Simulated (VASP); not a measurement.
Runs of VASP 6.6.1 on KCl. The structure is that of space group Pm-3m (No. 221), or close to it. The cells are those of the table. 

| level | cell | k mesh | smearing | grid for exact exchange (PRECFOCK) | screening parameter | gap on the mesh (eV) | pressure (GPa) |
| --- | --- | --- | --- | --- | --- | --- | --- |
| r2SCAN | a = 3.771 Å, angles 90.0, 90.0, 89.2°, 2 atoms | 8 × 8 × 8 | gaussian 0.01 eV | - | - | 5.81 | (a) |
| PBE | a = 3.752, b = 3.752, c = 3.776 Å, 2 atoms | 8 × 8 × 8 | fermi-dirac 0.02 eV | - | - | (b) | 1.3 |
| r2SCAN | a = 3.752, b = 3.752, c = 3.776 Å, 2 atoms | 8 × 8 × 8 | gaussian 0.01 eV | - | - | (c) | 0.2 |
| HSE06 | a = 3.555, b = 3.555, c = 3.771 Å, 2 atoms | 6 × 6 × 6 | gaussian 0.01 eV | Normal | 0.2079 1/Å | 6.76 | 4.3 |
| PBE | a = 3.771 Å, angles 90.0, 90.0, 89.2°, 2 atoms | 8 × 8 × 8 | fermi-dirac 0.02 eV | - | - | 5.03 | 1.1 |

Alike in all rows: task single point; potentials or basis VASP PAW PBE potentials, release 64 (K_sv, Cl); no spin polarisation; cutoff (eV) 520.

Problem. Fill in the values left out.

Solution. (a) 0.0; (b) 5.06; (c) 5.84.

Caveats: the PAW data sets were made with another functional, which shifts forces and pressure a little (some runs).

A k mesh can miss the band edges.
